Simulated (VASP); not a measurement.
A run of VASP 6.6.1 is set up as follows.

INCAR

```
PREC = Accurate ; ENCUT = 520
EDIFF = 1E-7 ; ISMEAR = 0
SIGMA = 0.05 ; LREAL = False
LASPH = True ; NELM = 60
ALGO = Normal ; ISIF = 2
LWAVE = False ; LCHARG = False
LDIPOL = True ; IDIPOL = 3
DIPOL = 0.5 0.5 0.399 ; GGA = PE
IVDW = 12 ; NBANDS = 50
```

KPOINTS

```
Automatic mesh
0
Gamma
  7 7 1
```

The input POSCAR:

```
SnO
1.0
    3.8201630918      0.0000000000      0.0000000000
    0.0000000000      3.8201630918      0.0000000000
    0.0000000000      0.0000000000     22.2260821141
Sn O
4 4
Direct
    0.7500000000      0.2500000000      0.2024648328
    0.2500000000      0.7500000000      0.3087832134
    0.3750000000      1.0000000000      0.4887519537
   -0.1250000000      1.5000000000      0.5950703343
    0.2500000000      0.2500000000      0.2556240231
    0.7500000000      0.7500000000      0.2556240231
   -0.1250000000      1.0000000000      0.5419111440
    0.3750000000      1.5000000000      0.5419111440
```

Potentials or basis: VASP PAW PBE potentials, release 64 (Sn_d, O).

Command:

```bash
$ cat potpaw_PBE.64/Sn_d/POTCAR potpaw_PBE.64/O/POTCAR > POTCAR
$ mpirun -np 1 vasp_std > vasp.out
```

(1) What does it give for the band gap on the k mesh?

(2) What does it give for the dispersion energy per atom?

## Answers

(1) 2.33 eV (least direct gap 2.51 eV).

(2) -0.157 eV.

Caveat: the cell differs from its parent crystal (layers slid over each other); spin-orbit coupling is left out, which moves the levels of the heavy elements.
